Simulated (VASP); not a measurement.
Runs of VASP 6.6.1 on MnO (zincblende type). The structure is that of space group F-43m (No. 216), or close to it. The cells are those of the table. 

```tsv
task	cell	cutoff (eV)	gap on the mesh (eV)	pressure (GPa)	moment (μB)
single point	a = 3.366 Å, angles 60.0°, 2 atoms	520	none	(a)	4.98
single point	a = 3.422 Å, angles 60.0°, 2 atoms	520	none	-2.4	5.00
relaxation of cell and atoms	relaxed from a = 3.157 Å, angles 60.0°, 2 atoms	600	none	0.1	5.00
single point	a = 3.394 Å, angles 60.0°, 2 atoms	520	none	(b)	5.00
single point	a = 3.450 Å, angles 60.0°, 2 atoms	520	none	-4.9	5.00
```

Alike in all rows: level PBE; potentials or basis VASP PAW PBE potentials, release 64 (Mn_pv, O); spin collinear, ferromagnetic start; k mesh 14 × 14 × 14; smearing fermi-dirac 0.05 eV.

Problem. Estimate the missing entries.

Solution. (a) 3.3; (b) 0.3.

Caveats: a cell with one magnetic atom can't hold antiferromagnetic order, which such compounds often take; semilocal functionals often make such compounds metallic where correlation or magnetic order opens a gap, which also shifts bond lengths; the cell stands under pressure (at least some runs); the cell stands under tension (at least some runs).

A gap of «none» marks levels without a gap at the run's occupations.
